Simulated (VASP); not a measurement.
Input of a VASP 6.6.1 run:

INCAR

```
PREC = Accurate ; ENCUT = 520
EDIFF = 1E-7 ; ISMEAR = 0
SIGMA = 0.1 ; LREAL = False
LASPH = True ; NELM = 60
ALGO = Normal ; ISIF = 2
LWAVE = False ; LCHARG = False
LDIPOL = True ; IDIPOL = 3
DIPOL = 0.5 0.5 0.336 ; GGA = PE
NBANDS = 54
```

The input KPOINTS:

```
regular mesh
0
Gamma
  7 5 1
```

POSCAR

```
Ge6F
1.0
    4.0740542126      0.0000000000      0.0000000000
    0.0000000000      5.7615827213      0.0000000000
    0.0000000000      0.0000000000     19.5242196736
Ge F
6 1
Direct
    0.5000000000      0.0000000000      0.2048737449
    0.0000000000      0.2500000000      0.2048737449
    0.0000000000      0.5005156572      0.3087424246
    0.5000000000      0.7494843428      0.3087424246
    0.5000000000      0.0069199665      0.4109879835
    0.0000000000      0.2430800335      0.4109879835
    0.6666666667      0.0069199665      0.5001546380
```

Potentials or basis: VASP PAW PBE potentials, release 64 (Ge_d, F).

Launch:

```bash
$ cat potpaw_PBE.64/Ge_d/POTCAR potpaw_PBE.64/F/POTCAR > POTCAR
$ mpirun -np 1 vasp_std > vasp.out
```

Q: Predict the band gap on the k mesh.

A: Zero (an odd number of electrons rules out a gap without spin polarisation).

Q: Predict the largest force.

A: 0.950 eV/Å.

Forces on the atoms (eV/Å):
```
Ge  -0.081 -0.033 -0.307
Ge   0.077 -0.229  0.461
Ge   0.102 -0.035  0.044
Ge   0.022 -0.133 -0.272
Ge   0.507  0.616  0.515
Ge  -0.180  0.471 -0.520
F   -0.448 -0.657  0.078
```

Caveat: an odd number of electrons without spin polarisation forces a metal; a magnetic or distorted state may lie lower.
